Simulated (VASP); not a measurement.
# NaCl (Pm-3m) in VASP: further runs, part 2 of 2

VASP 6.6.1. Earlier steps stand in the parts before.

## (5) Single point, PBE

Input file INCAR:

```
ALGO = Normal
EDIFF = 1E-7
ENCUT = 520
GGA = PE
ISIF = 2
ISMEAR = 0
LASPH = T
LCHARG = F
LREAL = F
LWAVE = F
NBANDS = 14
NELM = 60
PREC = Accurate
SIGMA = 0.025
```

Input file KPOINTS:

```
k-points
0
Gamma
  8 8 8
```

Input file POSCAR:

```
NaCl
1.0
    3.5021900000      0.0000000000      0.0000000000
    0.0000000000      3.5021900000      0.0000000000
    0.0000000000      0.0000000000      3.5021900000
Cl Na
1 1
Direct
    0.5000000000      0.5000000000      0.5000000000
    0.0000000000      0.0000000000      0.0000000000
```

Potentials or basis: VASP PAW PBE potentials, release 64 (Cl, Na_pv).

Started as:

```console
$ cat potpaw_PBE.64/Cl/POTCAR potpaw_PBE.64/Na_pv/POTCAR > POTCAR
$ mpirun -np 1 vasp_std > vasp.out
```

OUTCAR:

```text
EDIFF = 1E-7
   ENCUT = 520
   GGA = PE
   ISIF = 2
   ISMEAR = 0
   LASPH = T
   LREAL = F
   NELM = 60
   PREC = Accurate

 ion  position               nearest neighbor table
   1  0.500  0.500  0.500-
   2  0.000  0.000  0.000-

  LATTYP: Found a simple cubic cell.
 ALAT       =     3.5021900000

  Lattice vectors:

 A1 = (   3.5021900000,   0.0000000000,   0.0000000000)
 A2 = (   0.0000000000,   3.5021900000,   0.0000000000)
 A3 = (   0.0000000000,   0.0000000000,   3.5021900000)

Analysis of symmetry for initial positions (statically):
=====================================================================
 Subroutine PRICEL returns:
 Original cell was already a primitive cell.

 Routine SETGRP: Setting up the symmetry group for a
 simple cubic supercell.

 Subroutine GETGRP returns: Found 48 space group operations
 (whereof 48 operations were pure point group operations)
 out of a pool of 48 trial point group operations.

The static configuration has the point symmetry O_h .

Analysis of symmetry for dynamics (positions and initial velocities):
=====================================================================
 Subroutine PRICEL returns:
 Original cell was already a primitive cell.

 Routine SETGRP: Setting up the symmetry group for a
 simple cubic supercell.

 Subroutine GETGRP returns: Found 48 space group operations
 (whereof 48 operations were pure point group operations)
 out of a pool of 48 trial point group operations.

The dynamic configuration has the point symmetry O_h .

 Subroutine INISYM returns: Found 48 space group operations
 (whereof 48 operations are pure point group operations),
 and found     1 'primitive' translations

----------------------------------------------------------------------------------------

                                     Primitive cell

  volume of cell :      42.9555

  direct lattice vectors                    reciprocal lattice vectors
     3.502190000  0.000000000  0.000000000     0.285535622  0.000000000  0.000000000
     0.000000000  3.502190000  0.000000000     0.000000000  0.285535622  0.000000000
     0.000000000  0.000000000  3.502190000     0.000000000  0.000000000  0.285535622

  length of vectors
     3.502190000  3.502190000  3.502190000     0.285535622  0.285535622  0.285535622

  position of ions in fractional coordinates (direct lattice)
     0.500000000  0.500000000  0.500000000
     0.000000000  0.000000000  0.000000000

  ion indices of the primitive-cell ions
   primitive index   ion index
                 1           1
                 2           2

----------------------------------------------------------------------------------------

 KPOINTS: k-points

Automatic generation of k-mesh.
 Grid dimensions read from file:
 generate k-points for:    8    8    8

 Generating k-lattice:

  Cartesian coordinates                     Fractional coordinates (reciprocal lattice)
     0.035691953  0.000000000  0.000000000     0.125000000  0.000000000  0.000000000
     0.000000000  0.035691953  0.000000000     0.000000000  0.125000000  0.000000000
     0.000000000  0.000000000  0.035691953     0.000000000  0.000000000  0.125000000

  Length of vectors
     0.035691953  0.035691953  0.035691953

  Shift w.r.t. Gamma in fractional coordinates (k-lattice)
     0.000000000  0.000000000  0.000000000

 Subroutine IBZKPT returns following result:
 ===========================================

 Found     35 irreducible k-points:

 Following reciprocal coordinates:
            Coordinates               Weight
  0.000000  0.000000  0.000000      1.000000
  0.125000  0.000000  0.000000      6.000000
  0.250000  0.000000  0.000000      6.000000
  0.375000  0.000000  0.000000      6.000000
  0.500000  0.000000  0.000000      3.000000
  0.125000  0.125000  0.000000     12.000000
[... 16 lines left out ...]
  0.375000  0.375000  0.125000     24.000000
  0.500000  0.375000  0.125000     24.000000
 [... further k-points ...]
   k-points           NKPTS =     35   k-points in BZ     NKDIM =     35   number of bands    NBANDS=     14
   number of dos      NEDOS =    301   number of ions     NIONS =      2
   total plane-waves  NPLWV =  21952
   dimension x,y,z NGX =    28 NGY =   28 NGZ =   28
   dimension x,y,z NGXF=    56 NGYF=   56 NGZF=   56
   ions per type =               1   1
   NGX,Y,Z   is equivalent  to a cutoff of  13.29, 13.29, 13.29 a.u.
   NGXF,Y,Z  is equivalent  to a cutoff of  26.58, 26.58, 26.58 a.u.
 SYSTEM =  unknown system
   PREC   = accura    normal or accurate (medium, high low for compatibility)
   ISTART =      0    job   : 0-new  1-cont  2-samecut
   ICHARG =      2    charge: 1-file 2-atom 10-const
   ISPIN  =      1    spin polarized calculation?
   LNONCOLLINEAR =      F non collinear calculations
   LSORBIT =      F    spin-orbit coupling
   LASPH  =      T    aspherical Exc in radial PAW
   ENCUT  =  520.0 eV  38.22 Ry    6.18 a.u.   6.51  6.51  6.51*2*pi/ulx,y,z
   NELM   =     60;   NELMIN=  2; NELMDL= -5     # of ELM steps
   EDIFF  = 0.1E-06   stopping-criterion for ELM
   LREAL  =      F    real-space projection
   EDIFFG = 0.1E-05   stopping-criterion for IOM
   NSW    =      0    number of steps for IOM
   IBRION =     -1    ionic relax: 0-MD 1-quasi-New 2-CG
   NFREE  =      0    steps in history (QN), initial steepest desc. (CG)
   ISIF   =      2    stress and relaxation
   ISYM   =      2    0-nonsym 1-usesym 2-fastsym
   POTIM  = 0.5000    time-step for ionic-motion
   TEBEG  =    0.0;   TEEND  =   0.0 temperature during run
   PSTRESS=    0.0 pullay stress
   NELECT =      14.0000    total number of electrons
   NUPDOWN=      -1.0000    fix difference up-down
   EMIN   =  10.00;   EMAX   =-10.00  energy-range for DOS
   EFERMI =   0.00;   METHOD = LEGACY
   ISMEAR =     0;   SIGMA  =   0.03  broadening in eV -4-tet -1-fermi 0-gaus
   EFERMI_NEDOS =   21; number of points for ismear=-14 and -15
   IALGO  =     38    algorithm
   IMIX   =      4    mixing-type and parameters
     AMIX     =   0.40;   BMIX     =  1.00
     AMIX_MAG =   1.60;   BMIX_MAG =  1.00
  volume/ion in A,a.u.               =      21.48       144.94
  Fermi-wavevector in a.u.,A,eV,Ry     =   1.126621  2.129005 17.269530  1.269275
  Thomas-Fermi vector in A             =   2.263304
   LORBIT       =      0    0 simple, 1 ext, 2 COOP (PROOUT), +10 PAW based schemes
   GGA     = PE    functional components
   LHFCALC =     F    Hartree Fock is set to
   AEXX    =    0.0000 exact exchange contribution
   IVDW    =     0    specifies the selected vdW correction
   LEPSILON=     F    determine dielectric tensor
   LRPA    =     F    only Hartree local field effects (RPA)
 non-spin polarized calculation
 Gauss-broadening in eV      SIGMA  =   0.03
  energy-cutoff  :      520.00
  volume of cell :       42.96
 maximum number of plane-waves:      1189
 NGX is ok and might be reduce to    28
   NGX = 13   NGY = 13   NGZ = 13

 number of electron      13.9999982 magnetization

 Free energy of the ion-electron system (eV)
  ---------------------------------------------------
  ext. energy  EPLUGINS =         0.00000000
  ---------------------------------------------------
  free energy    TOTEN  =        -6.46871738 eV

  energy without entropy =       -6.46871738  energy(sigma->0) =       -6.46871738

 E-fermi :   0.5878     XC(G=0):  -8.4327

 val. band max:        0.4245547808   @ k =   0.5000   0.5000   0.0000
 cond. band min:       4.4031525292   @ k =   0.0000   0.0000   0.0000
 fundamental gap:      3.9785977484
 Fermi energy:         0.5878162271

 k-point     1 :       0.0000    0.0000    0.0000
  band No.  band energies     occupation
      1     -21.6491      2.00000
      2     -21.6491      2.00000
      3     -21.6491      2.00000
      4     -12.9519      2.00000
      5      -0.0661      2.00000
      6      -0.0661      2.00000
      7      -0.0661      2.00000
      8       4.4032      0.00000
      9       9.0039      0.00000
     10       9.0039      0.00000
     11      16.1128      0.00000
     12      16.1128      0.00000
     13      16.1129      0.00000
     14      16.3375      0.00000
[... 377 lines left out ...]
      1     -21.6814      2.00000
      2     -21.6750      2.00000
      3     -21.6477      2.00000
      4     -12.3327      2.00000
      5      -1.8878      2.00000
      6      -1.5393      2.00000
      7       0.0542      2.00000
      8       6.5045      0.00000
      9       9.8359      0.00000
     10      10.1831      0.00000
     11      11.5202      0.00000
     12      13.9635      0.00000
     13      13.9803      0.00000
     14      16.8119      0.00000

 [... further k-points ...]

------------------------ aborting loop because EDIFF is reached ----------------------------------------

  FORCE on cell =-STRESS in cart. coord.  units (eV):
  Direction    XX          YY          ZZ          XY          YZ          ZX
  --------------------------------------------------------------------------------------
  -------------------------------------------------------------------------------------
  Total        0.0147018      0.0147018      0.0147018      0.0000000      0.0000000      0.0000000
  in kB        0.5483566      0.5483566      0.5483566      0.0000000      0.0000000      0.0000000
  external PRESSURE =       0.5483566 kB  Pullay stress =       0.0000000 kB

 VOLUME and BASIS-vectors are now :
 -----------------------------------------------------------------------------
  energy-cutoff  :      520.00
  volume of cell :       42.96
      direct lattice vectors                 reciprocal lattice vectors
     3.502190000  0.000000000  0.000000000     0.285535622  0.000000000  0.000000000
     0.000000000  3.502190000  0.000000000     0.000000000  0.285535622  0.000000000
     0.000000000  0.000000000  3.502190000     0.000000000  0.000000000  0.285535622

 POSITION                                       TOTAL-FORCE (eV/Angst)
 -----------------------------------------------------------------------------------
      1.75110      1.75110      1.75110         0.000000      0.000000      0.000000
      0.00000      0.00000      0.00000         0.000000      0.000000      0.000000
 -----------------------------------------------------------------------------------
    total drift:                               -0.000000      0.000000      0.000000

  FREE ENERGIE OF THE ION-ELECTRON SYSTEM (eV)
  ---------------------------------------------------
  free  energy   TOTEN  =        -6.4687173799 eV

  energy  without entropy=       -6.4687173799  energy(sigma->0) =       -6.46871738
```

stdout:

```text
POSCAR found type information on POSCAR ClNa
 POSCAR found :  2 types and       2 ions
 scaLAPACK will be used
 LDA part: xc-table for (Slater+PW92), standard interpolation
 POSCAR, INCAR and KPOINTS ok, starting setup
 FFT: planning ... GRIDC
 FFT: planning ... GRID_SOFT
 FFT: planning ... GRID
 WAVECAR not read
 entering main loop
```

It took 34 s on 1 thread of AMD EPYC, shared host; peak memory 0.12 GiB.

Results:

* Free energy: -6.4687 eV
* Pressure: 0.1 GPa
* Band gap on the k mesh: 3.98 eV (least direct gap 4.47 eV)

Levels at points of the mesh, in eV from the valence-band top:
| k point | band 4 | band 5 | band 6 | band 7 | band 8 | band 9 | band 10 | band 11 |
| --- | --- | --- | --- | --- | --- | --- | --- | --- |
| (0.00, 0.00, 0.00) | -13.38 | -0.49 | -0.49 | -0.49 | 3.98 | 8.58 | 8.58 | 15.69 |
| (0.50, 0.00, 0.00) | -13.02 | -2.94 | -0.26 | -0.26 | 6.92 | 8.56 | 10.51 | 11.84 |
| (0.50, 0.50, 0.00) | -12.75 | -2.26 | -2.26 | 0.00 | 5.54 | 9.88 | 11.03 | 11.03 |
| (0.50, 0.50, 0.50) | -12.48 | -1.84 | -1.84 | -1.84 | 7.12 | 7.12 | 7.12 | 11.65 |

A k mesh can miss the band edges.

## (6) The runs side by side

```csv
smearing,gap on the mesh (eV),pressure (GPa)
gaussian 0.021 eV,3.98,0.1
gaussian 0.023 eV,3.98,0.1
gaussian 0.024 eV,3.98,0.1
gaussian 0.025 eV,3.98,0.1
```

Alike in all rows: task single point; level PBE; potentials or basis VASP PAW PBE potentials, release 64 (Cl, Na_pv); no spin polarisation; cell as given; k mesh 8 × 8 × 8; cutoff (eV) 520.

Total energies depend on the potentials used, so only differences within one code and one set of settings carry meaning.
